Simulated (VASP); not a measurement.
Crystal: Rb2Ru.

```
Rb Ru
1.0
     0.00000    4.57693    4.57693
     4.57693    0.00000    4.57693
     4.57693    4.57693    0.00000
Rb Ru
4 2
Cartesian
  5.7212 5.7212 5.7212
  5.7212 3.4327 3.4327
  3.4327 3.4327 5.7212
  3.4327 5.7212 3.4327
  0.0000 0.0000 0.0000
  2.2885 2.2885 2.2885
```

```yaml
Program: VASP 6.6.1
Task: relaxation of cell and atoms
Functional: PBE
Potentials_or_basis: VASP PAW PBE potentials, release 64 (Rb_sv, Ru_pv)
Cutoff: 600 eV
k_mesh: 8 × 8 × 8
Occupations: gaussian, width 0.1 eV
Spin: no spin polarisation
```

At the start: pressure 1.2 GPa; volume 31.96 Å³/atom.

Task: How do energy, volume and symmetry change on relaxing?

Result: Over 4 steps the energy falls by 10.1 meV/atom and the volume is 35.10 Å³/atom (+9.8 %); space group Fd-3m (No. 227, to 0.1 Å) before and after.

The path:
| step | energy change (eV) | largest force (eV/Å) | pressure (GPa) | volume (Å³) |
| --- | --- | --- | --- | --- |
| 1 | 0.0000 | 0.0000 | 1.15 | 191.76 |
| 2 | -0.0367 | 0.0000 | 0.68 | 198.21 |
| 3 | -0.0556 | 0.0000 | -0.27 | 216.06 |
| 4 | -0.0606 | 0.0000 | -0.04 | 210.61 |

Final structure:
```
Rb Ru
1.0
     0.00000    4.72226    4.72226
     4.72226    0.00000    4.72226
     4.72226    4.72226    0.00000
Rb Ru
4 2
Cartesian
  5.9028 5.9028 5.9028
  5.9028 3.5417 3.5417
  3.5417 3.5417 5.9028
  3.5417 5.9028 3.5417
  0.0000 0.0000 0.0000
  2.3611 2.3611 2.3611
```
